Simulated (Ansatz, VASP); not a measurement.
**One calculation of Mg5Te3, two programs**

```
CELL_PARAMETERS angstrom
3.82626 0.00000 0.00000
0.00000 3.82626 0.00000
0.00000 0.00000 13.41009
ATOMIC_POSITIONS crystal
Mg 0.00000 0.00000 0.25000
Mg 0.00000 0.00000 0.75000
Mg 0.00000 0.00000 0.00000
Mg 0.50000 0.50000 0.37500
Mg 0.50000 0.50000 0.62500
Te 0.50000 0.50000 0.12500
Te 0.50000 0.50000 0.87500
Te 0.00000 0.00000 0.50000
```

Change from the starting cell: species swapped into the Ti3Pd5 type (P4/mmm, No. 123).

Alike in both runs: task relaxation of cell and atoms; functional PBE; k mesh 4 × 4 × 2; occupations gaussian, width 0.2 eV; no spin polarisation.

|  | VASP | Ansatz |
| --- | --- | --- |
| version | VASP 6.6.1 | Ansatz 0.2.0 |
| potentials or method | VASP PAW PBE potentials, release 64 (Mg, Te), cutoff 600 eV | scalar-relativistic, plane waves, PAW |
| valence electrons in the cell | 28 | 98 |

```csv
,VASP,Ansatz,Ansatz less VASP
"gap on the k mesh at the Fermi level, each at its own relaxed structure (eV)",none,none,-
relaxed volume (Å³/atom),25.40,25.46,+0.057
relaxed cell length with the largest relative difference (Å),3.860,3.868,+0.0072
```

A gap of «none» marks a metal or a gap that the smearing closes. VASP's potentials hold 28 valence electrons a cell and Ansatz's 98, so a difference there can come from the potentials and not from the codes.

The k mesh is coarse, so the values compare programs but aren't converged. Spin-orbit coupling is off throughout.
